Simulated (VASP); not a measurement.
# Zn7S8 (a cell with a defect) in VASP: further runs

Runs on Zn7S8 (a cell with a defect). Level: PBE. Tasks: single point, relaxation of the atoms.

Everything below comes from runs of VASP 6.6.1. Logs are shortened: lines on timing, memory, paths and dates and some standing lists are left out, and cuts for length are marked.

## Step 1: The cell of the first run

The cell holds a defect, 15 atoms: a = 7.697 Å, b = 7.697 Å, c = 7.697 Å, α = 60.00°, β = 60.00°, γ = 60.00°.

## Step 2: Single point, PBE

The input, INCAR:

```
PREC = Accurate
ENCUT = 520
EDIFF = 1E-6
ISMEAR = 0
SIGMA = 0.02
LREAL = Auto
LASPH = T
NELM = 60
ALGO = Normal
ISIF = 2
LWAVE = F
LCHARG = F
GGA = PE
NELECT = 134.0
NBANDS = 79
```

The input, KPOINTS:

```
Automatic mesh
0
Gamma
  2 2 2
```

The input, POSCAR:

```
Zn7S8
1.0
    0.0000000000      5.4423086079     -5.4423086079
    5.4423086079      5.4423086079      0.0000000000
    5.4423086079      0.0000000000     -5.4423086079
Zn S
7 8
Direct
    0.5122534216      0.4877465784      0.5122534216
    0.9877465784      0.4877465784      0.5122534216
    0.9877465784      0.0122534216      0.5122534216
    0.5122534216      0.4877465784      0.9877465784
    0.5122534216      0.0122534216      0.9877465784
    1.0000000000      0.5000000000      1.0000000000
    0.9877465784      0.0122534216      0.9877465784
    0.1256549405      0.1230351784      0.1256549405
    0.1256549405      0.6256549405      0.1256549405
    0.6208833519      0.1208833519      0.1373499443
    0.6230351784      0.6256549405      0.1256549405
    0.1373499443      0.1208833519      0.6208833519
    0.1256549405      0.6256549405      0.6230351784
    0.6208833519      0.1208833519      0.6208833519
    0.6208833519      0.6373499443      0.6208833519
```

Potentials or basis: VASP PAW PBE potentials, release 64 (Zn, S).

Launch:

```bash
> cat potpaw_PBE.64/Zn/POTCAR potpaw_PBE.64/S/POTCAR > POTCAR
> mpirun -np 1 vasp_std > vasp.out
```

OUTCAR:

```text
PREC = Accurate
   ENCUT = 520
   EDIFF = 1E-6
   ISMEAR = 0
   LREAL = Auto
   LASPH = T
   NELM = 60
   ISIF = 2
   GGA = PE
   NELECT = 134.0

 ion  position               nearest neighbor table
   1  0.512  0.488  0.512-  15 2.31  14 2.31  11 2.43  13 2.43
   2  0.988  0.488  0.512-  12 2.31  15 2.31  13 2.43   9 2.43
   3  0.988  0.012  0.512-  12 2.31  14 2.31  13 2.43   8 2.43
   4  0.512  0.488  0.988-  10 2.31  15 2.31  11 2.43   9 2.43
   5  0.512  0.012  0.988-  10 2.31  14 2.31  11 2.43   8 2.43
   6  0.000  0.500  0.000-   9 2.37   8 2.37  11 2.37  13 2.37
   7  0.988  0.012  0.988-  10 2.31  12 2.31   8 2.43   9 2.43
   8  0.126  0.123  0.126-   6 2.37   7 2.43   3 2.43   5 2.43
   9  0.126  0.626  0.126-   6 2.37   4 2.43   2 2.43   7 2.43
  10  0.621  0.121  0.137-   5 2.31   4 2.31   7 2.31
  11  0.623  0.626  0.126-   6 2.37   4 2.43   5 2.43   1 2.43
  12  0.137  0.121  0.621-   3 2.31   2 2.31   7 2.31
  13  0.126  0.626  0.623-   6 2.37   2 2.43   3 2.43   1 2.43
  14  0.621  0.121  0.621-   1 2.31   3 2.31   5 2.31
  15  0.621  0.637  0.621-   1 2.31   2 2.31   4 2.31

  LATTYP: Found a face centered cubic cell.
 ALAT       =    10.8846172158

  Lattice vectors:

 A1 = (   0.0000000000,   5.4423086079,  -5.4423086079)
 A2 = (   5.4423086079,   5.4423086079,   0.0000000000)
 A3 = (   5.4423086079,   0.0000000000,  -5.4423086079)

Analysis of symmetry for initial positions (statically):
=====================================================================
 Subroutine PRICEL returns:
 Original cell was already a primitive cell.

 Routine SETGRP: Setting up the symmetry group for a
 face centered cubic supercell.

 Subroutine GETGRP returns: Found 24 space group operations
 (whereof  4 operations were pure point group operations)
 out of a pool of 48 trial point group operations.

The static configuration has the point symmetry C_2v.
 The point group associated with its full space group is T_d .

Analysis of symmetry for dynamics (positions and initial velocities):
=====================================================================
 Subroutine PRICEL returns:
 Original cell was already a primitive cell.

 Routine SETGRP: Setting up the symmetry group for a
 face centered cubic supercell.

 Subroutine GETGRP returns: Found 24 space group operations
 (whereof  4 operations were pure point group operations)
 out of a pool of 48 trial point group operations.

The dynamic configuration has the point symmetry C_2v.
 The point group associated with its full space group is T_d .

 Subroutine INISYM returns: Found 24 space group operations
 (whereof  4 operations are pure point group operations),
 and found     1 'primitive' translations

----------------------------------------------------------------------------------------

                                     Primitive cell

  volume of cell :     322.3885

  direct lattice vectors                    reciprocal lattice vectors
     0.000000000  5.442308608 -5.442308608    -0.091872776  0.091872776 -0.091872776
     5.442308608  5.442308608  0.000000000     0.091872776  0.091872776  0.091872776
     5.442308608  0.000000000 -5.442308608     0.091872776 -0.091872776 -0.091872776

  length of vectors
     7.696586644  7.696586644  7.696586644     0.159128316  0.159128316  0.159128316

  position of ions in fractional coordinates (direct lattice)
     0.512253422  0.487746578  0.512253422
     0.987746578  0.487746578  0.512253422
     0.987746578  0.012253422  0.512253422
     0.512253422  0.487746578  0.987746578
     0.512253422  0.012253422  0.987746578
     0.000000000  0.500000000  0.000000000
     0.987746578  0.012253422  0.987746578
     0.125654940  0.123035178  0.125654940
     0.125654940  0.625654940  0.125654940
     0.620883352  0.120883352  0.137349944
     0.623035178  0.625654940  0.125654940
     0.137349944  0.120883352  0.620883352
     0.125654940  0.625654940  0.623035178
     0.620883352  0.120883352  0.620883352
     0.620883352  0.637349944  0.620883352

  ion indices of the primitive-cell ions
   primitive index   ion index
                 1           1
                 2           2
                 3           3
                 4           4
                 5           5
                 6           6
                 7           7
                 8           8
                 9           9
                10          10
                11          11
                12          12
                13          13
                14          14
                15          15

----------------------------------------------------------------------------------------

 KPOINTS: Automatic mesh

Automatic generation of k-mesh.
 Grid dimensions read from file:
 generate k-points for:    2    2    2

 Generating k-lattice:

  Cartesian coordinates                     Fractional coordinates (reciprocal lattice)
    -0.045936388  0.045936388 -0.045936388     0.500000000  0.000000000  0.000000000
     0.045936388  0.045936388  0.045936388     0.000000000  0.500000000  0.000000000
     0.045936388 -0.045936388 -0.045936388     0.000000000  0.000000000  0.500000000

  Length of vectors
     0.079564158  0.079564158  0.079564158

  Shift w.r.t. Gamma in fractional coordinates (k-lattice)
     0.000000000  0.000000000  0.000000000

 Subroutine IBZKPT returns following result:
 ===========================================

 Found      3 irreducible k-points:

 Following reciprocal coordinates:
            Coordinates               Weight
  0.000000  0.000000  0.000000      1.000000
  0.500000  0.000000  0.000000      4.000000
  0.500000  0.500000  0.000000      3.000000
   k-points           NKPTS =      3   k-points in BZ     NKDIM =      3   number of bands    NBANDS=     79
   number of dos      NEDOS =    301   number of ions     NIONS =     15
   total plane-waves  NPLWV = 216000
   dimension x,y,z NGX =    60 NGY =   60 NGZ =   60
   dimension x,y,z NGXF=   120 NGYF=  120 NGZF=  120
   ions per type =               7   8
   NGX,Y,Z   is equivalent  to a cutoff of  12.96, 12.96, 12.96 a.u.
   NGXF,Y,Z  is equivalent  to a cutoff of  25.92, 25.92, 25.92 a.u.
 SYSTEM =  unknown system
   PREC   = accura    normal or accurate (medium, high low for compatibility)
   ISTART =      0    job   : 0-new  1-cont  2-samecut
   ICHARG =      2    charge: 1-file 2-atom 10-const
   ISPIN  =      1    spin polarized calculation?
   LNONCOLLINEAR =      F non collinear calculations
   LSORBIT =      F    spin-orbit coupling
   LASPH  =      T    aspherical Exc in radial PAW
   ENCUT  =  520.0 eV  38.22 Ry    6.18 a.u.  14.31 14.31 14.31*2*pi/ulx,y,z
   NELM   =     60;   NELMIN=  2; NELMDL= -5     # of ELM steps
   EDIFF  = 0.1E-05   stopping-criterion for ELM
   LREAL  =      T    real-space projection
   EDIFFG = 0.1E-04   stopping-criterion for IOM
   NSW    =      0    number of steps for IOM
   IBRION =     -1    ionic relax: 0-MD 1-quasi-New 2-CG
   NFREE  =      0    steps in history (QN), initial steepest desc. (CG)
   ISIF   =      2    stress and relaxation
   ISYM   =      2    0-nonsym 1-usesym 2-fastsym
   POTIM  = 0.5000    time-step for ionic-motion
   TEBEG  =    0.0;   TEEND  =   0.0 temperature during run
   PSTRESS=    0.0 pullay stress
   NELECT =     134.0000    total number of electrons
   NUPDOWN=      -1.0000    fix difference up-down
   EMIN   =  10.00;   EMAX   =-10.00  energy-range for DOS
   EFERMI =   0.00;   METHOD = LEGACY
   ISMEAR =     0;   SIGMA  =   0.02  broadening in eV -4-tet -1-fermi 0-gaus
   EFERMI_NEDOS =   21; number of points for ismear=-14 and -15
   IALGO  =     38    algorithm
   IMIX   =      4    mixing-type and parameters
     AMIX     =   0.40;   BMIX     =  1.00
     AMIX_MAG =   1.60;   BMIX_MAG =  1.00
  volume/ion in A,a.u.               =      21.49       145.04
  Fermi-wavevector in a.u.,A,eV,Ry     =   1.221753  2.308778 20.309136  1.492679
  Thomas-Fermi vector in A             =   2.356924
   LORBIT       =      0    0 simple, 1 ext, 2 COOP (PROOUT), +10 PAW based schemes
   GGA     = PE    functional components
   LHFCALC =     F    Hartree Fock is set to
   AEXX    =    0.0000 exact exchange contribution
   IVDW    =     0    specifies the selected vdW correction
   LEPSILON=     F    determine dielectric tensor
   LRPA    =     F    only Hartree local field effects (RPA)
 non-spin polarized calculation
 Gauss-broadening in eV      SIGMA  =   0.02
  energy-cutoff  :      520.00
  volume of cell :      322.39
 maximum number of plane-waves:      8694
 NGX is ok and might be reduce to    60
   NGX = 29   NGY = 29   NGZ = 29

 number of electron     133.9999941 magnetization

 Free energy of the ion-electron system (eV)
  ---------------------------------------------------
  ext. energy  EPLUGINS =         0.00000000
  ---------------------------------------------------
  free energy    TOTEN  =       -46.33035003 eV

  energy without entropy =      -46.33035003  energy(sigma->0) =      -46.33035003

 E-fermi :   1.9951     XC(G=0):  -9.3493

 val. band max:        1.8583414262   @ k =   0.0000   0.0000   0.0000
 cond. band min:       3.6819174123   @ k =   0.0000   0.0000   0.0000
 fundamental gap:      1.8235759861
 Fermi energy:         1.9951194692

 k-point     1 :       0.0000    0.0000    0.0000
  band No.  band energies     occupation
      1     -11.2643      2.00000
      2     -10.4457      2.00000
      3     -10.4457      2.00000
      4     -10.4457      2.00000
      5     -10.1603      2.00000
      6      -9.8444      2.00000
[... 71 lines left out ...]
     78       7.6876      0.00000
     79       8.0233      0.00000

 k-point     2 :       0.5000    0.0000    0.0000
  band No.  band energies     occupation
      1     -10.9754      2.00000
      2     -10.7540      2.00000
      3     -10.4130      2.00000
      4     -10.4130      2.00000
      5     -10.1510      2.00000
      6      -9.9305      2.00000
[... 71 lines left out ...]
     78       7.3994      0.00000
     79       7.6692      0.00000

 k-point     3 :       0.5000    0.5000    0.0000
  band No.  band energies     occupation
      1     -10.8041      2.00000
      2     -10.7818      2.00000
      3     -10.4641      2.00000
      4     -10.4641      2.00000
      5     -10.2137      2.00000
      6     -10.0666      2.00000
[... 71 lines left out ...]
     78       7.4753      0.00000
     79       7.9740      0.00000

------------------------ aborting loop because EDIFF is reached ----------------------------------------

  FORCE on cell =-STRESS in cart. coord.  units (eV):
  Direction    XX          YY          ZZ          XY          YZ          ZX
  --------------------------------------------------------------------------------------
  -------------------------------------------------------------------------------------
  Total       13.3242313     13.3242313     13.3242313      0.0000000      0.0000000     -0.0000000
  in kB       66.2175725     66.2175725     66.2175725      0.0000000      0.0000000     -0.0000000
  external PRESSURE =      66.2175725 kB  Pullay stress =       0.0000000 kB

 VOLUME and BASIS-vectors are now :
 -----------------------------------------------------------------------------
  energy-cutoff  :      520.00
  volume of cell :      322.39
      direct lattice vectors                 reciprocal lattice vectors
     0.000000000  5.442308608 -5.442308608    -0.091872776  0.091872776 -0.091872776
     5.442308608  5.442308608  0.000000000     0.091872776  0.091872776  0.091872776
     5.442308608  0.000000000 -5.442308608     0.091872776 -0.091872776 -0.091872776

 POSITION                                       TOTAL-FORCE (eV/Angst)
 -----------------------------------------------------------------------------------
      5.44231      5.44231     -5.57568         0.000000     -0.000000     -0.007972
      5.44231      8.03009     -8.16346         0.000000     -0.007972     -0.000000
      2.85453      5.44231     -8.16346         0.007972     -0.000000     -0.000000
      8.03009      5.44231     -8.16346        -0.007972     -0.000000     -0.000000
      5.44231      2.85453     -8.16346         0.000000      0.007972     -0.000000
      2.72115      2.72115      0.00000         0.000000     -0.000000     -0.000000
      5.44231      5.44231    -10.75124         0.000000     -0.000000      0.007972
      1.35345      1.35345     -1.36771        -0.000962     -0.000962     -0.000962
      4.08886      4.08886     -1.36771         0.000962      0.000962     -0.000962
      1.40539      4.03692     -4.12654         0.015996     -0.015996     -0.015996
      4.08886      6.79576     -4.07460         0.000962     -0.000962      0.000962
      4.03692      1.40539     -4.12654        -0.015996      0.015996     -0.015996
      6.79576      4.08886     -4.07460        -0.000962      0.000962      0.000962
      4.03692      4.03692     -6.75808        -0.015996     -0.015996      0.015996
      6.84769      6.84769     -6.75808         0.015996      0.015996      0.015996
 -----------------------------------------------------------------------------------
    total drift:                                0.000003      0.000003     -0.000003

  FREE ENERGIE OF THE ION-ELECTRON SYSTEM (eV)
  ---------------------------------------------------
  free  energy   TOTEN  =       -46.3303500304 eV

  energy  without entropy=      -46.3303500304  energy(sigma->0) =      -46.33035003
```

Run time: 91 s. Hardware: 1 thread of Intel Xeon 6975P-C (Granite Rapids), shared host; peak memory 0.47 GiB.

What came out:

```
Free energy   : -46.3304 eV
Largest force : 0.028 eV/Å
```

Forces in eV/Å, atoms in the order of the input:
```
Zn   0.000  0.000 -0.008
Zn   0.000 -0.008  0.000
Zn   0.008  0.000  0.000
Zn  -0.008  0.000  0.000
Zn   0.000  0.008  0.000
Zn   0.000  0.000  0.000
Zn   0.000  0.000  0.008
S   -0.001 -0.001 -0.001
S    0.001  0.001 -0.001
S    0.016 -0.016 -0.016
S    0.001 -0.001  0.001
S   -0.016  0.016 -0.016
S   -0.001  0.001  0.001
S   -0.016 -0.016  0.016
S    0.016  0.016  0.016
```

Caveat: the k points lie up to 0.50 Å⁻¹ apart; the cell carries a net charge on a neutralising background, which shifts energy and pressure; the cell is charged against a uniform background, so pressure and absolute levels hang on convention.

[end of part 1 of 4]
